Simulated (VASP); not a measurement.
Runs of VASP 6.6.1 on C. The structure is that of space group Fd-3m (No. 227), or close to it. The cells are those of the table. 

```tsv
cell	gap on the mesh (eV)	pressure (GPa)
a = 2.522 Å, angles 60.0°, 2 atoms	4.13	(a)
a = 2.555 Å, angles 60.0°, 2 atoms	4.04	-27.1
a = 2.488 Å, angles 60.0°, 2 atoms	4.23	7.0
a = 2.453 Å, angles 60.0°, 2 atoms	4.33	(b)
a = 2.588 Å, angles 60.0°, 2 atoms	3.96	(c)
```

Alike in all rows: task single point; level LDA; potentials or basis VASP PAW LDA potentials, release 64 (C); no spin polarisation; k mesh 10 × 10 × 10; cutoff (eV) 520; smearing gaussian 0.01 eV.

Fill in the values left out.

(a) -11.6; (b) 29.6; (c) -39.8.

A k mesh can miss the band edges.
